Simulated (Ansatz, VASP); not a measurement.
## BiTe in VASP and in Ansatz

```
Bi Te
1.0
     0.00000    3.19715    3.19715
     3.19715    0.00000    3.19715
     3.19715    3.19715    0.00000
Bi Te
1 1
Cartesian
  0.0000 -0.1145 0.0000
  3.1972 3.3847 3.1972
```

Change from the starting cell: mode 4 (101.1 1/cm) frozen in, largest displacement +0.188 Å.

Alike in both runs: task single point; functional PBEsol; k mesh 16 × 16 × 16; occupations gaussian, width 0.15 eV; no spin polarisation.

|  | VASP | Ansatz |
| --- | --- | --- |
| version | VASP 6.6.1 | Ansatz 0.2.0 |
| potentials or method | VASP PAW PBE potentials, release 64 (Bi_d, Te), cutoff 500 eV | scalar-relativistic, plane waves, PAW |
| valence electrons in the cell | 21 | 31 |

|  | VASP | Ansatz | Ansatz less VASP |
| --- | --- | --- | --- |
| gap on the k mesh at the Fermi level (eV) | none | none | - |
| pressure (GPa) | 1.9 | 1.9 | 0.00 |
| traceless stress, the component that is largest in VASP (GPa) | 1.74 | 1.71 | -0.035 |
| rms of the force components (eV/Å) | 0.594 | 0.587 | -0.0067 |

VASP's potentials were made for PBE, not for PBEsol. Atom by atom the forces differ by 0.007 eV/Å (rms over components). A gap of «none» marks a metal or a gap that the smearing closes. The functional is the same, so the differences come from potentials, cutoffs and numerics. VASP's potentials hold 21 valence electrons a cell and Ansatz's 31, so a difference there can come from the potentials and not from the codes.

Neither program's run includes spin-orbit coupling.
